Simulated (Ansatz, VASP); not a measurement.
Two plane-wave programs on Al

```
CELL_PARAMETERS angstrom
0.00000 1.99161 1.99161
1.99161 0.00000 1.99161
1.99161 1.99161 0.00000
ATOMIC_POSITIONS crystal
Al 0.00000 0.00000 0.00000
```

Alike in both runs: task single point; functional LDA; k mesh 14 × 14 × 14; occupations fermi-dirac, width 0.01 eV; no spin polarisation.

|  | VASP | Ansatz |
| --- | --- | --- |
| version | VASP 6.6.1 | Ansatz 0.2.0 |
| potentials or method | VASP PAW LDA potentials, release 64 (Al), cutoff 520 eV | plane waves (420 eV) with PAW, scalar-relativistic |
| valence electrons in the cell | 3 | 3 |

Ansatz gave:

```
pressure (GPa) : -0.2
```

Question: What did VASP give for the same quantities?

Answer: Pressure (GPa): -0.1.

Ansatz warns that its potentials were made for another functional, while VASP's fit it. LDA's correlation is that of Perdew and Zunger in VASP and of Perdew and Wang (1992) in Ansatz.
